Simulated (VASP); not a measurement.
# Ni (P6_3/mmc) in VASP: further runs, part 2 of 2

VASP 6.6.1. The steps go on from the part before.

## (4) Single point, r2SCAN, collinear spin, ferromagnetic start (9.69 Å³/atom)

This run uses another cell than the first one, of 9.69 Å³/atom.

POSCAR

```
Ni
1.0
    2.3723916791      0.0000000000      0.0000000000
   -1.1861958395      2.0545514618      0.0000000000
    0.0000000000      0.0000000000      3.9772740648
Ni
2
Direct
    0.3333333333      0.6666666667      0.2500000000
    0.6666666667      0.3333333333      0.7500000000
```

INCAR.step1

```
SYSTEM = Ni
  PREC = Accurate
  ENCUT = 520
  ISMEAR = -1
  SIGMA = 0.05
  LREAL = .FALSE.
  LASPH = .TRUE.
  NELM = 150
  ISPIN = 2
  MAGMOM = 0.762 0.762
  LMAXMIX = 4
  NBANDS = 21
  GGA = PE
  ALGO = Normal
  EDIFF = 1E-4
  LWAVE = .TRUE.
  LCHARG = .FALSE.
```

INCAR.step2

```
SYSTEM = Ni
  PREC = Accurate
  ENCUT = 520
  EDIFF = 1E-7
  ISMEAR = -1
  SIGMA = 0.05
  LREAL = .FALSE.
  LASPH = .TRUE.
  NELM = 150
  ALGO = Normal
  ISIF = 2
  LWAVE = .FALSE.
  LCHARG = .FALSE.
  ISPIN = 2
  MAGMOM = 0.762 0.762
  LORBIT = 11
  LMAXMIX = 4
  METAGGA = R2SCAN
  LMIXTAU = .TRUE.
  NBANDS = 21
  ISTART = 1
```

KPOINTS

```
Automatic mesh
0
G
  17 17 9
  0 0 0
```

Potentials or basis: VASP PAW PBE potentials, release 64 (Ni).

Launch:

```console
cat potpaw_PBE.64/Ni/POTCAR > POTCAR
cp INCAR.step1 INCAR
mpirun -np 1 vasp_std > vasp.out
cp INCAR.step2 INCAR
mpirun -np 1 vasp_std > vasp.out
```

OUTCAR:

```text
SYSTEM = Ni
   PREC = Accurate
   ENCUT = 520
   EDIFF = 1E-7
   ISMEAR = -1
   LREAL = .FALSE.
   LASPH = .TRUE.
   NELM = 150
   ISIF = 2
   ISPIN = 2
   LORBIT = 11
   METAGGA = R2SCAN
   ISTART = 1

 ion  position               nearest neighbor table
   1  0.333  0.667  0.250-   2 2.41   2 2.41   2 2.41   2 2.41   2 2.41   2 2.41
   2  0.667  0.333  0.750-   1 2.41   1 2.41   1 2.41   1 2.41   1 2.41   1 2.41

  LATTYP: Found a hexagonal cell.
 ALAT       =     2.3723916791
 C/A-ratio  =     1.6764828927

  Lattice vectors:

 A1 = (   2.3723916791,   0.0000000000,   0.0000000000)
 A2 = (  -1.1861958395,   2.0545514618,   0.0000000000)
 A3 = (   0.0000000000,   0.0000000000,   3.9772740648)

Analysis of symmetry for initial positions (statically):
=====================================================================
 Subroutine PRICEL returns:
 Original cell was already a primitive cell.

 Routine SETGRP: Setting up the symmetry group for a
 hexagonal supercell.

 Subroutine GETGRP returns: Found 24 space group operations
 (whereof 12 operations were pure point group operations)
 out of a pool of 24 trial point group operations.

The static configuration has the point symmetry D_3d.
 The point group associated with its full space group is D_6h.

Analysis of symmetry for dynamics (positions and initial velocities):
=====================================================================
 Subroutine PRICEL returns:
 Original cell was already a primitive cell.

 Routine SETGRP: Setting up the symmetry group for a
 hexagonal supercell.

 Subroutine GETGRP returns: Found 24 space group operations
 (whereof 12 operations were pure point group operations)
 out of a pool of 24 trial point group operations.

The dynamic configuration has the point symmetry D_3d.
 The point group associated with its full space group is D_6h.

Analysis of structural, dynamic, and magnetic symmetry:
=====================================================================
 Subroutine PRICEL returns:
 Original cell was already a primitive cell.
[... 152 lines left out ...]
  ---------------------------------------------------
  free energy    TOTEN  =       -23.70069195 eV

  energy without entropy =      -23.67613102  energy(sigma->0) =      -23.68841149

 E-fermi :  11.0019     XC(G=0): -15.1847

 val. band max:       11.0015218722   @ k =   0.1176  -0.0000   0.2222
 cond. band min:      11.0092256535   @ k =   0.3529   0.1765   0.3333
 fundamental gap:      0.0077037812
 Fermi energy:        11.0018570077

 spin component 1

 k-point     1 :       0.0000    0.0000    0.0000
  band No.  band energies     occupation
      1       0.7803      1.00000
      2       5.0895      1.00000
      3       7.7332      1.00000
      4       7.9710      1.00000
      5       7.9711      1.00000
      6       8.2655      1.00000
[... 565 lines left out ...]
     20      42.4712      0.00000
     21      43.0868      0.00000

 [... further k-points ...]

 spin component 2

 k-point     1 :       0.0000    0.0000    0.0000
  band No.  band energies     occupation
      1       0.5505      1.00000
      2       5.6973      1.00000
      3       8.9839      1.00000
      4       9.0286      1.00000
      5       9.0287      1.00000
      6       9.3545      1.00000
[... 565 lines left out ...]
     20      42.6720      0.00000
     21      43.1437      0.00000

 [... further k-points ...]

------------------------ aborting loop because EDIFF is reached ----------------------------------------

  FORCE on cell =-STRESS in cart. coord.  units (eV):
  Direction    XX          YY          ZZ          XY          YZ          ZX
  --------------------------------------------------------------------------------------
  -------------------------------------------------------------------------------------
  Total        2.9117620      2.9117620      2.3865228      0.0000000      0.0000000      0.0000000
  in kB      240.6453790    240.6453790    197.2364760      0.0000000      0.0000000      0.0000000
  external PRESSURE =     226.1757447 kB  Pullay stress =       0.0000000 kB

 VOLUME and BASIS-vectors are now :
 -----------------------------------------------------------------------------
  energy-cutoff  :      520.00
  volume of cell :       19.39
      direct lattice vectors                 reciprocal lattice vectors
     2.372391679  0.000000000  0.000000000     0.421515557  0.243362120  0.000000000
    -1.186195840  2.054551462  0.000000000     0.000000000  0.486724241  0.000000000
     0.000000000  0.000000000  3.977274065     0.000000000  0.000000000  0.251428487

 POSITION                                       TOTAL-FORCE (eV/Angst)
 -----------------------------------------------------------------------------------
     -0.00000      1.36970      0.99432         0.000000     -0.000000      0.000000
      1.18620      0.68485      2.98296        -0.000000      0.000000      0.000000
 -----------------------------------------------------------------------------------
    total drift:                               -0.000000      0.000000     -0.000000

  FREE ENERGIE OF THE ION-ELECTRON SYSTEM (eV)
  ---------------------------------------------------
  free  energy   TOTEN  =       -23.7006919534 eV

  energy  without entropy=      -23.6761310230  energy(sigma->0) =      -23.68841149

 total charge

# of ion       s       p       d       tot
------------------------------------------
    1        0.565   0.627   8.389   9.581
    2        0.565   0.627   8.389   9.581
--------------------------------------------------
tot          1.131   1.255  16.778  19.163

 magnetization (x)

# of ion       s       p       d       tot
------------------------------------------
    1       -0.008  -0.043   0.727   0.676
    2       -0.008  -0.043   0.727   0.676
--------------------------------------------------
tot         -0.016  -0.087   1.454   1.352
```

Run time: 16 min. Hardware: 1 thread of Intel Xeon 8259CL, shared host; peak memory 0.21 GiB.

What came out:

| Property | Result |
| --- | --- |
| Free energy | -23.7007 eV |
| Pressure | 22.6 GPa |
| Net moment | 1.34 μB per cell |
| Site moments | Ni +0.68 μB |
| Valence electrons inside the program's atomic spheres | Ni 9.58 |

Stress tensor (GPa, compression positive):
```
24.06  0.00  0.00
 0.00 24.06  0.00
 0.00  0.00 19.72
```

Caveat: the cell stands under pressure; the PAW data sets were made with another functional, which shifts forces and pressure a little.

## (5) Single point, r2SCAN, collinear spin, ferromagnetic start (10.11 Å³/atom)

This run uses another cell than the first one, of 10.11 Å³/atom.

POSCAR

```
Ni
1.0
    2.4062875683      0.0000000000      0.0000000000
   -1.2031437841      2.0839061629      0.0000000000
    0.0000000000      0.0000000000      4.0340999432
Ni
2
Direct
    0.3333333333      0.6666666667      0.2500000000
    0.6666666667      0.3333333333      0.7500000000
```

INCAR.step1

```
PREC = Accurate
ENCUT = 520
ISMEAR = -1
SIGMA = 0.05
LREAL = F
LASPH = T
NELM = 150
ISPIN = 2
MAGMOM = 0.762 0.762
LMAXMIX = 4
NBANDS = 21
GGA = PE
ALGO = Normal
EDIFF = 1E-4
LWAVE = T
LCHARG = F
```

INCAR.step2

```
PREC = Accurate
ENCUT = 520
EDIFF = 1E-6
ISMEAR = -1
SIGMA = 0.05
LREAL = F
LASPH = T
NELM = 150
ALGO = Normal
ISIF = 2
LWAVE = F
LCHARG = F
ISPIN = 2
MAGMOM = 0.762 0.762
LORBIT = 11
LMAXMIX = 4
METAGGA = R2SCAN
LMIXTAU = T
NBANDS = 21
ISTART = 1
```

KPOINTS

```
Automatic mesh
0
Gamma
  17 17 9
```

Launch:

```console
cat potpaw_PBE.64/Ni/POTCAR > POTCAR
cp INCAR.step1 INCAR
mpirun -np 1 vasp_std > vasp.out
cp INCAR.step2 INCAR
mpirun -np 1 vasp_std > vasp.out
```

It took 15 min on 1 thread of Intel Xeon 8259CL, shared host; peak memory 0.22 GiB.

The run converged. Its results:

```yaml
Free_energy: -23.7861 eV
Pressure: 10.2 GPa
Net_moment: 1.35 μB per cell
Site_moments: Ni +0.69 μB
Valence_electrons_inside_the_program's_atomic_spheres: Ni 9.49
```

Stress tensor (GPa, compression positive):
```
11.16  0.00  0.00
 0.00 11.16  0.00
 0.00  0.00  8.30
```

Levels at points of the mesh, in eV from the Fermi level:
Spin up:
```csv
k point,band 8,band 9,band 10,band 11,band 12,band 13,band 14,band 15
"(0.00, 0.00, 0.00)",-1.94,-1.94,-0.96,-0.96,-0.79,5.86,24.41,26.54
```
Spin down:
```csv
k point,band 5,band 6,band 7,band 8,band 9,band 10,band 11,band 12,band 13,band 14
"(0.00, 0.00, 0.00)",-1.84,-1.54,-1.54,-1.16,-1.16,-0.98,-0.13,-0.13,6.58,24.28
```

Caveat: the cell stands under pressure; the PAW data sets were made with another functional, which shifts forces and pressure a little.

## (6) The runs side by side

| spin | cell | k mesh | gap on the mesh (eV) | pressure (GPa) | moment (μB) |
| --- | --- | --- | --- | --- | --- |
| collinear, antiferromagnetic start | a = 2.439, b = 2.439, c = 4.089 Å, angles 90.0, 90.0, 120.0°, 2 atoms | 14 × 14 × 8 | none | 0.4 | 0.00 |
| collinear, ferromagnetic start | a = 2.337, b = 2.337, c = 3.919 Å, angles 90.0, 90.0, 120.0°, 2 atoms | 17 × 17 × 9 | none | 38.4 | 1.32 |
| collinear, ferromagnetic start | a = 2.372, b = 2.372, c = 3.977 Å, angles 90.0, 90.0, 120.0°, 2 atoms | 17 × 17 × 9 | none | 22.6 | 1.34 |
| collinear, ferromagnetic start | a = 2.406, b = 2.406, c = 4.034 Å, angles 90.0, 90.0, 120.0°, 2 atoms | 17 × 17 × 9 | none | 10.2 | 1.35 |

Alike in all rows: task single point; level r2SCAN; potentials or basis VASP PAW PBE potentials, release 64 (Ni); cutoff (eV) 520; smearing fermi-dirac 0.05 eV.

Caveats: the PAW data sets were made with another functional, which shifts forces and pressure a little; the cell stands under pressure (at least some runs); the antiferromagnetic order is the one typed at the start, and another may lie lower (at least some runs); the stress differs along the axes, from 34 to 40 GPa (at least some runs).

Absolute energies hang on the potentials; compare differences alone.
